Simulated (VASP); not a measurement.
# Ag2O (Pn-3m) in VASP: density of states with PBE

Aim: the density of states of Ag2O with PBE.

Everything below comes from runs of VASP 6.6.1. Logs are shortened: lines on timing, memory, paths and dates and some standing lists are left out, and cuts for length are marked.

## (1) The cell of the first run

The structure is cubic, space group Pn-3m (No. 224). Conventional cell: a = 4.812 Å, b = 4.812 Å, c = 4.812 Å, α = 90.00°, β = 90.00°, γ = 90.00°. Ag (site symmetry -3m) has 2 O at 2.08 Å within 2.8 Å. O (site symmetry -43m) has 4 Ag at 2.08 Å within 2.8 Å.

## (2) Density of states, PBE

Input file POSCAR:

```
Ag2O
1.0
    4.8119826195      0.0000000000      0.0000000000
    0.0000000000      4.8119826195      0.0000000000
    0.0000000000      0.0000000000      4.8119826195
Ag O
4 2
Direct
    0.2500000000      0.2500000000      0.2500000000
    0.2500000000      0.7500000000      0.7500000000
    0.7500000000      0.7500000000      0.2500000000
    0.7500000000      0.2500000000      0.7500000000
    0.0000000000      0.0000000000      0.0000000000
    0.5000000000      0.5000000000      0.5000000000
```

Input file INCAR.step1:

```
  PREC = Accurate
  ENCUT = 520
  EDIFF = 1E-6
  ISMEAR = 0
  SIGMA = 0.1
  LREAL = False
  LASPH = True
  NELM = 120
  ALGO = Normal
  ISIF = 2
  LWAVE = False
  LCHARG = True
  LMAXMIX = 4
  GGA = PE
  NBANDS = 37
  GGA_COMPAT = False
  NEDOS = 2001
  LORBIT = 11
```

Input file KPOINTS.step1:

```
Automatic mesh
0
Gamma
  8 8 8
```

Input file INCAR.step2:

```
  PREC = Accurate
  ENCUT = 520
  EDIFF = 1E-6
  ISMEAR = -5
  SIGMA = 0.1
  LREAL = False
  LASPH = True
  NELM = 120
  ALGO = Normal
  ISIF = 2
  LWAVE = False
  LCHARG = False
  LMAXMIX = 4
  GGA = PE
  LORBIT = 10
  NBANDS = 37
  NEDOS = 1001
  ICHARG = 11
  GGA_COMPAT = False
```

Input file KPOINTS.step2:

```
Automatic mesh
0
Gamma
  12 12 12
```

Potentials or basis: VASP PAW PBE potentials, release 64 (Ag, O).

On the command line:

```console
> cat potpaw_PBE.64/Ag/POTCAR potpaw_PBE.64/O/POTCAR > POTCAR
> cp INCAR.step1 INCAR
> cp KPOINTS.step1 KPOINTS
> mpirun -np 1 vasp_std > vasp.out
> cp INCAR.step2 INCAR
> cp KPOINTS.step2 KPOINTS
> mpirun -np 1 vasp_std > vasp.out
```

OUTCAR:

```text
PREC = Accurate
   ENCUT = 520
   EDIFF = 1E-6
   ISMEAR = -5
   LREAL = False
   LASPH = True
   NELM = 120
   ISIF = 2
   GGA = PE
   LORBIT = 10
   ICHARG = 11

 ion  position               nearest neighbor table
   1  0.250  0.250  0.250-   5 2.08   6 2.08   4 3.40   2 3.40   3 3.40   2 3.40   4 3.40   2 3.40
                             3 3.40   2 3.40   3 3.40   4 3.40   4 3.40   3 3.40
   2  0.250  0.750  0.750-   5 2.08   6 2.08   4 3.40   1 3.40   3 3.40   1 3.40   3 3.40   1 3.40
                             4 3.40   1 3.40   3 3.40   4 3.40   3 3.40   4 3.40
   3  0.750  0.750  0.250-   5 2.08   6 2.08   4 3.40   1 3.40   2 3.40   2 3.40   4 3.40   1 3.40
                             4 3.40   4 3.40   1 3.40   2 3.40   2 3.40   1 3.40
   4  0.750  0.250  0.750-   5 2.08   6 2.08   3 3.40   1 3.40   2 3.40   1 3.40   3 3.40   2 3.40
                             3 3.40   3 3.40   1 3.40   2 3.40   1 3.40   2 3.40
   5  0.000  0.000  0.000-   1 2.08   2 2.08   3 2.08   4 2.08
   6  0.500  0.500  0.500-   1 2.08   2 2.08   3 2.08   4 2.08

  LATTYP: Found a simple cubic cell.
 ALAT       =     4.8119826195

  Lattice vectors:

 A1 = (   4.8119826195,   0.0000000000,   0.0000000000)
 A2 = (   0.0000000000,   4.8119826195,   0.0000000000)
 A3 = (   0.0000000000,   0.0000000000,   4.8119826195)

Analysis of symmetry for initial positions (statically):
=====================================================================
 Subroutine PRICEL returns:
 Original cell was already a primitive cell.

 Routine SETGRP: Setting up the symmetry group for a
 simple cubic supercell.

 Subroutine GETGRP returns: Found 48 space group operations
 (whereof 24 operations were pure point group operations)
 out of a pool of 48 trial point group operations.

The static configuration has the point symmetry T_d .
 The point group associated with its full space group is O_h .

Analysis of symmetry for dynamics (positions and initial velocities):
=====================================================================
 Subroutine PRICEL returns:
 Original cell was already a primitive cell.

 Routine SETGRP: Setting up the symmetry group for a
 simple cubic supercell.

 Subroutine GETGRP returns: Found 48 space group operations
 (whereof 24 operations were pure point group operations)
 out of a pool of 48 trial point group operations.

The dynamic configuration has the point symmetry T_d .
 The point group associated with its full space group is O_h .

 Subroutine INISYM returns: Found 48 space group operations
 (whereof 24 operations are pure point group operations),
 and found     1 'primitive' translations

----------------------------------------------------------------------------------------

                                     Primitive cell

  volume of cell :     111.4223

  direct lattice vectors                    reciprocal lattice vectors
     4.811982620  0.000000000  0.000000000     0.207814549  0.000000000  0.000000000
     0.000000000  4.811982620  0.000000000     0.000000000  0.207814549  0.000000000
     0.000000000  0.000000000  4.811982620     0.000000000  0.000000000  0.207814549

  length of vectors
     4.811982620  4.811982620  4.811982620     0.207814549  0.207814549  0.207814549

  position of ions in fractional coordinates (direct lattice)
     0.250000000  0.250000000  0.250000000
     0.250000000  0.750000000  0.750000000
     0.750000000  0.750000000  0.250000000
     0.750000000  0.250000000  0.750000000
     0.000000000  0.000000000  0.000000000
     0.500000000  0.500000000  0.500000000

  ion indices of the primitive-cell ions
   primitive index   ion index
                 1           1
                 2           2
                 3           3
                 4           4
                 5           5
                 6           6

----------------------------------------------------------------------------------------

 KPOINTS: Automatic mesh

Automatic generation of k-mesh.
 Grid dimensions read from file:
 generate k-points for:   12   12   12

 Generating k-lattice:

  Cartesian coordinates                     Fractional coordinates (reciprocal lattice)
     0.017317879  0.000000000  0.000000000     0.083333333  0.000000000  0.000000000
     0.000000000  0.017317879  0.000000000     0.000000000  0.083333333  0.000000000
     0.000000000  0.000000000  0.017317879     0.000000000  0.000000000  0.083333333

  Length of vectors
     0.017317879  0.017317879  0.017317879

  Shift w.r.t. Gamma in fractional coordinates (k-lattice)
     0.000000000  0.000000000  0.000000000

 TETIRR: Found    854 inequivalent tetrahedra from    10368

 Subroutine IBZKPT returns following result:
 ===========================================

 Found     84 irreducible k-points:

 Following reciprocal coordinates:
            Coordinates               Weight
  0.000000  0.000000  0.000000      1.000000
  0.083333  0.000000  0.000000      6.000000
  0.166667  0.000000  0.000000      6.000000
  0.250000  0.000000  0.000000      6.000000
  0.333333  0.000000  0.000000      6.000000
  0.416667  0.000000  0.000000      6.000000
[... 16 lines left out ...]
  0.333333  0.333333  0.000000     12.000000
  0.416667  0.333333  0.000000     24.000000
 [... further k-points ...]
   k-points           NKPTS =     84   k-points in BZ     NKDIM =     84   number of bands    NBANDS=     37
   number of dos      NEDOS =   1001   number of ions     NIONS =      6
   total plane-waves  NPLWV =  46656
   dimension x,y,z NGX =    36 NGY =   36 NGZ =   36
   dimension x,y,z NGXF=    72 NGYF=   72 NGZF=   72
   ions per type =               4   2
   NGX,Y,Z   is equivalent  to a cutoff of  12.44, 12.44, 12.44 a.u.
   NGXF,Y,Z  is equivalent  to a cutoff of  24.87, 24.87, 24.87 a.u.
 SYSTEM =  unknown system
   PREC   = accura    normal or accurate (medium, high low for compatibility)
   ISTART =      0    job   : 0-new  1-cont  2-samecut
   ICHARG =     11    charge: 1-file 2-atom 10-const
   ISPIN  =      1    spin polarized calculation?
   LNONCOLLINEAR =      F non collinear calculations
   LSORBIT =      F    spin-orbit coupling
   LASPH  =      T    aspherical Exc in radial PAW
   ENCUT  =  520.0 eV  38.22 Ry    6.18 a.u.   8.95  8.95  8.95*2*pi/ulx,y,z
   NELM   =    120;   NELMIN=  2; NELMDL=  0     # of ELM steps
   EDIFF  = 0.1E-05   stopping-criterion for ELM
   LREAL  =      F    real-space projection
   EDIFFG = 0.1E-04   stopping-criterion for IOM
   NSW    =      0    number of steps for IOM
   IBRION =     -1    ionic relax: 0-MD 1-quasi-New 2-CG
   NFREE  =      0    steps in history (QN), initial steepest desc. (CG)
   ISIF   =      2    stress and relaxation
   ISYM   =      2    0-nonsym 1-usesym 2-fastsym
   POTIM  = 0.5000    time-step for ionic-motion
   TEBEG  =    0.0;   TEEND  =   0.0 temperature during run
   PSTRESS=    0.0 pullay stress
   NELECT =      56.0000    total number of electrons
   NUPDOWN=      -1.0000    fix difference up-down
   EMIN   =  10.00;   EMAX   =-10.00  energy-range for DOS
   EFERMI =   0.00;   METHOD = LEGACY
   ISMEAR =    -5;   SIGMA  =   0.10  broadening in eV -4-tet -1-fermi 0-gaus
   EFERMI_NEDOS =   21; number of points for ismear=-14 and -15
   IALGO  =     38    algorithm
   IMIX   =      4    mixing-type and parameters
     AMIX     =   0.40;   BMIX     =  1.00
     AMIX_MAG =   1.60;   BMIX_MAG =  1.00
  volume/ion in A,a.u.               =      18.57       125.32
  Fermi-wavevector in a.u.,A,eV,Ry     =   1.301608  2.459682 23.050755  1.694183
  Thomas-Fermi vector in A             =   2.432730
   LORBIT       =     10    0 simple, 1 ext, 2 COOP (PROOUT), +10 PAW based schemes
   GGA     = PE    functional components
   LHFCALC =     F    Hartree Fock is set to
   AEXX    =    0.0000 exact exchange contribution
   IVDW    =     0    specifies the selected vdW correction
   LEPSILON=     F    determine dielectric tensor
   LRPA    =     F    only Hartree local field effects (RPA)
 non-spin polarized calculation
 Fermi weights with tetrahedron method with Bloechl corrections
  energy-cutoff  :      520.00
  volume of cell :      111.42
 maximum number of plane-waves:      3032
 NGX is ok and might be reduce to    36

 number of electron      55.9999943 magnetization

 Free energy of the ion-electron system (eV)
  ---------------------------------------------------
  ext. energy  EPLUGINS =         0.00000000
  ---------------------------------------------------
  free energy    TOTEN  =       -21.46072182 eV

  energy without entropy =      -21.46072182  energy(sigma->0) =      -21.46072182

 E-fermi :   3.9877     XC(G=0): -10.2146

 val. band max:        3.9876422871   @ k =   0.0000   0.0000   0.0000
 cond. band min:       3.9876423181   @ k =   0.0000   0.0000   0.0000
 fundamental gap:      0.0000000310
 Fermi energy:         3.9877037946

 k-point     1 :       0.0000    0.0000    0.0000
  band No.  band energies     occupation
      1     -14.4118      2.00000
      2     -13.8296      2.00000
      3      -2.3546      2.00000
      4      -2.3546      2.00000
      5      -2.3546      2.00000
      6      -0.2696      2.00000
[... 29 lines left out ...]
     36      12.6170      0.00000
     37      12.6170      0.00000

 k-point     2 :       0.0833    0.0000    0.0000
  band No.  band energies     occupation
      1     -14.4023      2.00000
      2     -13.8402      2.00000
      3      -2.3326      2.00000
      4      -2.3326      2.00000
      5      -2.3243      2.00000
      6      -0.2395      2.00000
[... 29 lines left out ...]
     36      12.5230      0.00000
     37      12.5234      0.00000
[... 838 lines left out ...]
     36      12.2215      0.00000
     37      14.2174      0.00000

 k-point    24 :       0.4167    0.3333    0.0000
  band No.  band energies     occupation
      1     -14.1614      2.00000
      2     -14.0861      2.00000
      3      -2.0661      2.00000
      4      -1.9474      2.00000
      5      -1.3414      2.00000
      6      -1.3049      2.00000
[... 29 lines left out ...]
     36      11.9745      0.00000
     37      14.1374      0.00000

 [... further k-points ...]

------------------------ aborting loop because EDIFF is reached ----------------------------------------

  FORCE on cell =-STRESS in cart. coord.  units (eV):
  Direction    XX          YY          ZZ          XY          YZ          ZX
  --------------------------------------------------------------------------------------
  -------------------------------------------------------------------------------------
  Total       -0.0388989     -0.0388989     -0.0388989      0.0000000      0.0000000      0.0000000
  in kB       -0.5593398     -0.5593398     -0.5593398      0.0000000      0.0000000      0.0000000
  external PRESSURE =      -0.5593398 kB  Pullay stress =       0.0000000 kB

 VOLUME and BASIS-vectors are now :
 -----------------------------------------------------------------------------
  energy-cutoff  :      520.00
  volume of cell :      111.42
      direct lattice vectors                 reciprocal lattice vectors
     4.811982620  0.000000000  0.000000000     0.207814549  0.000000000  0.000000000
     0.000000000  4.811982620  0.000000000     0.000000000  0.207814549  0.000000000
     0.000000000  0.000000000  4.811982620     0.000000000  0.000000000  0.207814549

 POSITION                                       TOTAL-FORCE (eV/Angst)
 -----------------------------------------------------------------------------------
      1.20300      1.20300      1.20300        -0.000000      0.000000     -0.000000
      1.20300      3.60899      3.60899         0.000000     -0.000000     -0.000000
      3.60899      3.60899      1.20300         0.000000     -0.000000      0.000000
      3.60899      1.20300      3.60899        -0.000000     -0.000000      0.000000
      0.00000      0.00000      0.00000        -0.000000      0.000000      0.000000
      2.40599      2.40599      2.40599        -0.000000      0.000000     -0.000000
 -----------------------------------------------------------------------------------
    total drift:                                0.000000      0.000000      0.000000

  FREE ENERGIE OF THE ION-ELECTRON SYSTEM (eV)
  ---------------------------------------------------
  free  energy   TOTEN  =       -21.4607218241 eV

  energy  without entropy=      -21.4607218241  energy(sigma->0) =      -21.46072182

 total charge

# of ion       s       p       d       tot
------------------------------------------
    1        0.378   0.220   9.193   9.792
    2        0.378   0.220   9.193   9.792
    3        0.378   0.220   9.193   9.792
    4        0.378   0.220   9.193   9.792
    5        1.548   3.381   0.000   4.929
    6        1.548   3.381   0.000   4.929
--------------------------------------------------
tot          4.609   7.643  36.772  49.024
```

Run time: 1.8 min. Hardware: 1 thread of Intel Xeon 6975P-C (Granite Rapids), shared host; peak memory 0.38 GiB.

Results:

```
Valence electrons inside the program's atomic spheres : Ag 9.79; O 4.93
```

Caveat: tetrahedron occupations give inexact forces and stress in metals.
